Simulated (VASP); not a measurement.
Here is a VASP 6.6.1 calculation.

The input INCAR:

```
SYSTEM = Lu
PREC     = Accurate       ! precision mode
ENCUT    = 600            ! plane-wave cutoff, eV
EDIFF    = 1E-7           ! SCF threshold, eV
ISMEAR   = -1             ! smearing method
SIGMA    = 0.05           ! smearing width, eV
LREAL    = .FALSE.        ! projectors in reciprocal space
LASPH    = .TRUE.         ! aspherical terms in the spheres
NELM     = 120            ! most SCF steps
ALGO     = Normal         ! electronic algorithm
ISIF     = 3              ! what is computed and relaxed
LWAVE    = .FALSE.        ! write WAVECAR
LCHARG   = .FALSE.        ! write CHGCAR
GGA      = CA             ! functional
IBRION   = 2              ! ionic algorithm
NSW      = 32             ! ionic steps
EDIFFG   = -0.005         ! ionic threshold
PSTRESS  = 160.0        
GGA_COMPAT= .FALSE.      
NELMIN   = 4
```

KPOINTS

```
Automatic mesh
0
G
  11 11 11
  0 0 0
```

Contents of POSCAR:

```
Lu
1.0
    0.0000000000      2.8507766598      2.8507766598
    2.8507766598      0.0000000000      2.8507766598
    2.8507766598      2.8507766598      0.0000000000
Lu
2
Direct
   -0.1250000000     -0.1250000000     -0.1250000000
    0.1250000000      0.1250000000      0.1250000000
```

Potentials or basis: VASP PAW PBE potentials, release 64 (Lu).

Launch:

```sh
$ cat potpaw_PBE.64/Lu/POTCAR > POTCAR
$ mpirun -np 1 vasp_std > vasp.out
```

Q: What does it give for the relaxed cell?

A: a = 4.059 Å, b = 4.059 Å, c = 4.059 Å, α = 60.00°, β = 60.00°, γ = 60.00°.

Q: Predict the relaxed volume.

A: 23.64 Å³/atom.

Final structure:
```cif
data_structure
_symmetry_space_group_name_H-M 'P 1'
_symmetry_Int_Tables_number 1
_cell_length_a 4.0586
_cell_length_b 4.0586
_cell_length_c 4.0586
_cell_angle_alpha 60.000
_cell_angle_beta 60.000
_cell_angle_gamma 60.000
_cell_volume 47.27
loop_
_atom_site_label
_atom_site_type_symbol
_atom_site_fract_x
_atom_site_fract_y
_atom_site_fract_z
_atom_site_occupancy
Lu1 Lu 0.87500 0.87500 0.87500 1
Lu2 Lu 0.12500 0.12500 0.12500 1
```

Caveat: the cell is relaxed towards a set pressure, so the run minimises the enthalpy, not the energy; the PAW data sets were made with another functional, which shifts forces and pressure a little.
